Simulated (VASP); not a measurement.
Here is a VASP 6.6.1 calculation.

Contents of INCAR:

```
PREC = Accurate
ENCUT = 520
EDIFF = 1E-7
ISMEAR = 0
SIGMA = 0.1
LREAL = False
LASPH = True
NELM = 100
ALGO = Normal
ISIF = 2
LWAVE = False
LCHARG = True
LDIPOL = True
IDIPOL = 3
DIPOL = 0.5 0.5 0.362
GGA = PE
LELF = True
LVHAR = True
LVACPOTAV = True
NBANDS = 25
```

File KPOINTS:

```
regular mesh
0
Gamma
  10 10 1
```

File POSCAR:

```
Ta3H
1.0
    2.8743098524      0.0000000000      0.0000000000
   -0.9581032841      2.7099253172      0.0000000000
    0.0000000000      0.0000000000     20.0266897040
Ta H
3 1
Direct
    0.5000000000      0.5000000000      0.1997334587
    0.0000000000      0.0000000000      0.3127671377
    0.5000000000      0.5000000000      0.4257663064
    0.6666666667      0.6666666667      0.5117195375
```

Potentials or basis: VASP PAW PBE potentials, release 64 (Ta_pv, H).

Command:

```console
$ cat potpaw_PBE.64/Ta_pv/POTCAR potpaw_PBE.64/H/POTCAR > POTCAR
$ mpirun -np 1 vasp_std > vasp.out
```

Q: Estimate the largest force.

A: 0.914 eV/Å.

Q: What does it give for the band gap on the k mesh?

A: Zero (band 17 reaches -0.12 eV, above the bottom of band 18 at -1.68 eV).

Forces on the atoms (eV/Å):
```
Ta   0.003  0.004  0.130
Ta  -0.029 -0.041 -0.707
Ta  -0.413 -0.584  0.569
H    0.439  0.621  0.008
```

Caveat: spin-orbit coupling is left out, which moves the levels of the heavy elements.
